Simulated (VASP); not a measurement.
# Ge3Pd (Pm-3m) in VASP: single point with HSE06

Aim: the single point of Ge3Pd with HSE06.

Everything below comes from runs of VASP 6.6.1. Logs are shortened: lines on timing, memory, paths and dates and some standing lists are left out, and cuts for length are marked.

### 1 The cell of the first run

The structure is cubic, space group Pm-3m (No. 221). The conventional cell has a = 4.142 Å, b = 4.142 Å, c = 4.142 Å, α = 90.00°, β = 90.00°, γ = 90.00°. Within 3.9 Å of Pd (site symmetry m-3m) lie 12 Ge at 2.93 Å. Ge (site symmetry 4/mmm) has 4 Pd at 2.93 Å and 8 Ge at 2.93 Å within 3.9 Å.

### 2 Single point, HSE06

The input, POSCAR:

```
Ge3Pd
1.0
    4.1420230000      0.0000000000      0.0000000000
    0.0000000000      4.1420230000      0.0000000000
    0.0000000000      0.0000000000      4.1420230000
Pd Ge
1 3
Direct
    0.0000000000      0.0000000000      0.0000000000
    0.5000000000      0.5000000000      0.0000000000
    0.5000000000      0.0000000000      0.5000000000
    0.0000000000      0.5000000000      0.5000000000
```

The input, INCAR.step1:

```
SYSTEM = Ge3Pd
  PREC = Accurate
  ENCUT = 410
  EDIFF = 1E-5
  ISMEAR = -1
  SIGMA = 0.05
  LREAL = .False.
  LASPH = .True.
  NELM = 120
  ALGO = Normal
  ISIF = 2
  LWAVE = .True.
  GGA = PE
  NBANDS = 34
  GGA_COMPAT = .False.
```

The input, INCAR.step2:

```
SYSTEM = Ge3Pd
  PREC = Accurate
  ENCUT = 410
  EDIFF = 1E-6
  ISMEAR = -1
  SIGMA = 0.05
  LREAL = .False.
  LASPH = .True.
  NELM = 120
  ALGO = Normal
  ISIF = 2
  LWAVE = .False.
  LCHARG = .True.
  GGA = PE
  LHFCALC = .True.
  HFSCREEN = 0.2079
  PRECFOCK = Normal
  LELF = .True.
  LVHAR = .True.
  ISTART = 1
  NBANDS = 34
  GGA_COMPAT = .False.
```

The input, KPOINTS:

```
Automatic mesh
0
Gamma
  4 4 4
  0 0 0
```

Potentials or basis: VASP PAW PBE potentials, release 64 (Pd, Ge_d).

Run with:

```sh
$ cat potpaw_PBE.64/Pd/POTCAR potpaw_PBE.64/Ge_d/POTCAR > POTCAR
$ cp INCAR.step1 INCAR
$ mpirun -np 1 vasp_std > vasp.out
$ cp INCAR.step2 INCAR
$ mpirun -np 1 vasp_std > vasp.out
```

OUTCAR:

```text
SYSTEM = Ge3Pd
   PREC = Accurate
   ENCUT = 410
   EDIFF = 1E-6
   ISMEAR = -1
   LREAL = .False.
   LASPH = .True.
   NELM = 120
   ISIF = 2
   GGA = PE
   LHFCALC = .True.
   HFSCREEN = 0.2079
   PRECFOCK = Normal
   ISTART = 1

 ion  position               nearest neighbor table
   1  0.000  0.000  0.000-   2 2.93   3 2.93   4 2.93   3 2.93   4 2.93   2 2.93   4 2.93   4 2.93
                             2 2.93   3 2.93   3 2.93   2 2.93
   2  0.500  0.500  0.000-   1 2.93   1 2.93   1 2.93   1 2.93
   3  0.500  0.000  0.500-   1 2.93   1 2.93   1 2.93   1 2.93
   4  0.000  0.500  0.500-   1 2.93   1 2.93   1 2.93   1 2.93

  LATTYP: Found a simple cubic cell.
 ALAT       =     4.1420230000

  Lattice vectors:

 A1 = (   4.1420230000,   0.0000000000,   0.0000000000)
 A2 = (   0.0000000000,   4.1420230000,   0.0000000000)
 A3 = (   0.0000000000,   0.0000000000,   4.1420230000)

Analysis of symmetry for initial positions (statically):
=====================================================================
 Subroutine PRICEL returns:
 Original cell was already a primitive cell.

 Routine SETGRP: Setting up the symmetry group for a
 simple cubic supercell.

 Subroutine GETGRP returns: Found 48 space group operations
 (whereof 48 operations were pure point group operations)
 out of a pool of 48 trial point group operations.

The static configuration has the point symmetry O_h .

Analysis of symmetry for dynamics (positions and initial velocities):
=====================================================================
 Subroutine PRICEL returns:
 Original cell was already a primitive cell.

 Routine SETGRP: Setting up the symmetry group for a
 simple cubic supercell.

 Subroutine GETGRP returns: Found 48 space group operations
 (whereof 48 operations were pure point group operations)
 out of a pool of 48 trial point group operations.

The dynamic configuration has the point symmetry O_h .

 Subroutine INISYM returns: Found 48 space group operations
 (whereof 48 operations are pure point group operations),
 and found     1 'primitive' translations

----------------------------------------------------------------------------------------

                                     Primitive cell

  volume of cell :      71.0620

  direct lattice vectors                    reciprocal lattice vectors
     4.142023000  0.000000000  0.000000000     0.241427921  0.000000000  0.000000000
     0.000000000  4.142023000  0.000000000     0.000000000  0.241427921  0.000000000
     0.000000000  0.000000000  4.142023000     0.000000000  0.000000000  0.241427921

  length of vectors
     4.142023000  4.142023000  4.142023000     0.241427921  0.241427921  0.241427921

  position of ions in fractional coordinates (direct lattice)
     0.000000000  0.000000000  0.000000000
     0.500000000  0.500000000  0.000000000
     0.500000000  0.000000000  0.500000000
     0.000000000  0.500000000  0.500000000

  ion indices of the primitive-cell ions
   primitive index   ion index
                 1           1
                 2           2
                 3           3
                 4           4

----------------------------------------------------------------------------------------

 KPOINTS: Automatic mesh

Automatic generation of k-mesh.
 Grid dimensions read from file:
 generate k-points for:    4    4    4

 Generating k-lattice:

  Cartesian coordinates                     Fractional coordinates (reciprocal lattice)
     0.060356980  0.000000000  0.000000000     0.250000000  0.000000000  0.000000000
     0.000000000  0.060356980  0.000000000     0.000000000  0.250000000  0.000000000
     0.000000000  0.000000000  0.060356980     0.000000000  0.000000000  0.250000000

  Length of vectors
     0.060356980  0.060356980  0.060356980

  Shift w.r.t. Gamma in fractional coordinates (k-lattice)
     0.000000000  0.000000000  0.000000000

 Subroutine IBZKPT returns following result:
 ===========================================

 Found     10 irreducible k-points:

 Following reciprocal coordinates:
            Coordinates               Weight
  0.000000  0.000000  0.000000      1.000000
  0.250000  0.000000  0.000000      6.000000
  0.500000  0.000000  0.000000      3.000000
  0.250000  0.250000  0.000000     12.000000
  0.500000  0.250000  0.000000     12.000000
  0.500000  0.500000  0.000000      3.000000
  0.250000  0.250000  0.250000      8.000000
  0.500000  0.250000  0.250000     12.000000
  0.500000  0.500000  0.250000      6.000000
  0.500000  0.500000  0.500000      1.000000
   k-points           NKPTS =     10   k-points in BZ     NKDIM =     64   number of bands    NBANDS=     34
   number of dos      NEDOS =    301   number of ions     NIONS =      4
   total plane-waves  NPLWV =  21952
   dimension x,y,z NGX =    28 NGY =   28 NGZ =   28
   dimension x,y,z NGXF=    56 NGYF=   56 NGZF=   56
   ions per type =               1   3
   NGX,Y,Z   is equivalent  to a cutoff of  11.24, 11.24, 11.24 a.u.
   NGXF,Y,Z  is equivalent  to a cutoff of  22.48, 22.48, 22.48 a.u.
 SYSTEM =  Ge3Pd
   PREC   = accura    normal or accurate (medium, high low for compatibility)
   ISTART =      1    job   : 0-new  1-cont  2-samecut
   ICHARG =      0    charge: 1-file 2-atom 10-const
   ISPIN  =      1    spin polarized calculation?
   LNONCOLLINEAR =      F non collinear calculations
   LSORBIT =      F    spin-orbit coupling
   LASPH  =      T    aspherical Exc in radial PAW
   ENCUT  =  410.0 eV  30.13 Ry    5.49 a.u.   6.84  6.84  6.84*2*pi/ulx,y,z
   NELM   =    120;   NELMIN=  2; NELMDL=  0     # of ELM steps
   EDIFF  = 0.1E-05   stopping-criterion for ELM
   LREAL  =      F    real-space projection
   EDIFFG = 0.1E-04   stopping-criterion for IOM
   NSW    =      0    number of steps for IOM
   IBRION =     -1    ionic relax: 0-MD 1-quasi-New 2-CG
   NFREE  =      0    steps in history (QN), initial steepest desc. (CG)
   ISIF   =      2    stress and relaxation
   ISYM   =      3    0-nonsym 1-usesym 2-fastsym
   POTIM  = 0.5000    time-step for ionic-motion
   TEBEG  =    0.0;   TEEND  =   0.0 temperature during run
   PSTRESS=    0.0 pullay stress
   NELECT =      52.0000    total number of electrons
   NUPDOWN=      -1.0000    fix difference up-down
   EMIN   =  10.00;   EMAX   =-10.00  energy-range for DOS
   EFERMI =   0.00;   METHOD = LEGACY
   ISMEAR =    -1;   SIGMA  =   0.05  broadening in eV -4-tet -1-fermi 0-gaus
   EFERMI_NEDOS =   21; number of points for ismear=-14 and -15
   IALGO  =     38    algorithm
   IMIX   =      1    mixing-type and parameters
     AMIX     =   0.40;   BMIX     =  1.00
     AMIX_MAG =   1.60;   BMIX_MAG =  1.00
  volume/ion in A,a.u.               =      17.77       119.89
  Fermi-wavevector in a.u.,A,eV,Ry     =   1.475243  2.787804 29.610913  2.176341
  Thomas-Fermi vector in A             =   2.589916
   LORBIT       =      0    0 simple, 1 ext, 2 COOP (PROOUT), +10 PAW based schemes
   GGA     = PE    functional components
   LHFCALC =     T    Hartree Fock is set to
   PRECFOCK=normal    Normal, Fast or Accurate (Low or Medium for compatibility)
   ENCUT4O =  -1.0   cutoff for four orbital integrals eV
   NKREDX  =     1    reduce k-point grid by
   NKREDY  =     1    reduce k-point grid by
   NKREDZ  =     1    reduce k-point grid by
   AEXX    =    0.2500 exact exchange contribution
   HFSCREEN=    0.2079 screening length (either q_TF or 0.3 A-1)
   HFSCREENC=   0.2079 screening length for correlation (either q_TF or 0.3 A-1)
   ENCUTFOCK=  -1.0 apply spherical cutoff to Coloumb kernel
   IVDW    =     0    specifies the selected vdW correction
   LEPSILON=     F    determine dielectric tensor
   LRPA    =     F    only Hartree local field effects (RPA)
 non-spin polarized calculation
  energy-cutoff  :      410.00
  volume of cell :       71.06
 maximum number of plane-waves:      1376
 NGX is ok and might be reduce to    28
  NGX = 24; NGY = 24; NGZ = 24

 number of electron      52.0000089 magnetization

 Free energy of the ion-electron system (eV)
  ---------------------------------------------------
  ext. energy  EPLUGINS =         0.00000000
  ---------------------------------------------------
  free energy    TOTEN  =       -21.40913537 eV

  energy without entropy =      -21.38947710  energy(sigma->0) =      -21.39930624

 E-fermi :   7.4183     XC(G=0):  -9.5904

 val. band max:        7.3660108027   @ k =   0.5000   0.2500   0.0000
 cond. band min:       7.4328469868   @ k =   0.5000   0.5000   0.5000
 fundamental gap:      0.0668361841
 Fermi energy:         7.4183226980

 k-point     1 :       0.0000    0.0000    0.0000
  band No.  band energies     occupation
      1     -20.7972      2.00000
      2     -20.7972      2.00000
      3     -20.7972      2.00000
      4     -20.7791      2.00000
      5     -20.7457      2.00000
      6     -20.7457      2.00000
[... 26 lines left out ...]
     33      13.8040      0.00000
     34      17.0796      0.00000

 k-point     2 :       0.2500    0.0000    0.0000
  band No.  band energies     occupation
      1     -20.7937      2.00000
      2     -20.7747      2.00000
      3     -20.7747      2.00000
      4     -20.7642      2.00000
      5     -20.7433      2.00000
      6     -20.7327      2.00000
[... 26 lines left out ...]
     33      13.1359      0.00000
     34      17.0580      0.00000

 k-point     3 :       0.5000    0.0000    0.0000
  band No.  band energies     occupation
      1     -20.7901      2.00000
      2     -20.7461      2.00000
      3     -20.7365      2.00000
      4     -20.7290      2.00000
      5     -20.7290      2.00000
      6     -20.7128      2.00000
[... 26 lines left out ...]
     33      15.8891      0.00000
     34      16.6804      0.00000
[... 186 lines left out ...]
 k-point     9 :       0.5000    0.5000    0.2500
  band No.  band energies     occupation
      1     -20.7539      2.00000
      2     -20.7539      2.00000
      3     -20.7476      2.00000
      4     -20.7473      2.00000
      5     -20.7399      2.00000
      6     -20.7399      2.00000
[... 26 lines left out ...]
     33      16.1435      0.00000
     34      19.1964      0.00000

 k-point    10 :       0.5000    0.5000    0.5000
  band No.  band energies     occupation
      1     -20.7574      2.00000
      2     -20.7560      2.00000
      3     -20.7560      2.00000
      4     -20.7560      2.00000
      5     -20.7518      2.00000
      6     -20.7518      2.00000
[... 26 lines left out ...]
     33      15.9078      0.00000
     34      21.4558      0.00000

------------------------ aborting loop because EDIFF is reached ----------------------------------------

  FORCE on cell =-STRESS in cart. coord.  units (eV):
  Direction    XX          YY          ZZ          XY          YZ          ZX
  --------------------------------------------------------------------------------------
  -------------------------------------------------------------------------------------
  Total       -1.2584722     -1.2584722     -1.2584722     -0.0000000     -0.0000000     -0.0000000
  in kB      -28.3737478    -28.3737478    -28.3737478     -0.0000000     -0.0000000     -0.0000000
  external PRESSURE =     -28.3737478 kB  Pullay stress =       0.0000000 kB

 VOLUME and BASIS-vectors are now :
 -----------------------------------------------------------------------------
  energy-cutoff  :      410.00
  volume of cell :       71.06
      direct lattice vectors                 reciprocal lattice vectors
     4.142023000  0.000000000  0.000000000     0.241427921  0.000000000  0.000000000
     0.000000000  4.142023000  0.000000000     0.000000000  0.241427921  0.000000000
     0.000000000  0.000000000  4.142023000     0.000000000  0.000000000  0.241427921

 POSITION                                       TOTAL-FORCE (eV/Angst)
 -----------------------------------------------------------------------------------
      0.00000      0.00000      0.00000         0.000000      0.000000      0.000000
      2.07101      2.07101      0.00000         0.000000      0.000000      0.000000
      2.07101      0.00000      2.07101         0.000000      0.000000      0.000000
      0.00000      2.07101      2.07101         0.000000      0.000000      0.000000
 -----------------------------------------------------------------------------------
    total drift:                               -0.000006     -0.000001     -0.000000

  FREE ENERGIE OF THE ION-ELECTRON SYSTEM (eV)
  ---------------------------------------------------
  free  energy   TOTEN  =       -21.4091353682 eV

  energy  without entropy=      -21.3894771045  energy(sigma->0) =      -21.39930624
```

Run time: 86 min. Hardware: 1 thread of Intel Xeon Platinum 8259CL at 2.50GHz (Skylake/Cascade Lake), shared host; peak memory 0.29 GiB.

Results:

* Free energy: -21.4091 eV
* Pressure: -2.8 GPa
* Band gap on the k mesh: zero (bands 26 and 27 overlap by 2.33 eV)

Caveat: the k points lie up to 0.38 Å⁻¹ apart, too coarse for converged energies and pressures of a metal; the PAW data sets were made with another functional, which shifts forces and pressure a little.

The gap in the log of VASP goes by the Fermi energy; the results here count the filled bands.